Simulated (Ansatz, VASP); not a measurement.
One calculation of LiF, two programs

```
F Li
1.0
     0.00000    2.01400    2.01400
     2.01400    0.00000    2.01400
     2.01400    2.01400    0.00000
F Li
1 1
Direct
  0.50000 0.50000 0.50000
  0.00000 0.00000 0.00000
```

Alike in both runs: task single point; functional PBE-based screened hybrid with a share of 0.25 of exact exchange and HFSCREEN = 0.3; k mesh 6 × 6 × 6; occupations fermi-dirac, width 0.05 eV; no spin polarisation.

```csv
,VASP,Ansatz
version,VASP 6.6.1,Ansatz 0.2.0
potentials or method,"VASP PAW PBE potentials, release 64 (F, Li_sv)",Ansatz PAW
plane-wave cutoff (eV),520,420
valence electrons in the cell,10,10
```

VASP gave:

* gap on the k mesh at the Fermi level (eV): 11.10
* least direct gap on the mesh (eV): 11.10

Problem. Estimate Ansatz's values.

Solution. gap on the k mesh at the Fermi level (eV): 11.11; least direct gap on the mesh (eV): 11.11.

VASP's potentials were made for PBE, not for PBE-based screened hybrid. With one functional, cell and mesh, what is left measures potentials, basis and numerics.

The k mesh is coarse, so the values compare programs but aren't converged. Noted on VASP's run: the cutoff is under 1.25 times that of the potentials, so the pressure is a little rough.
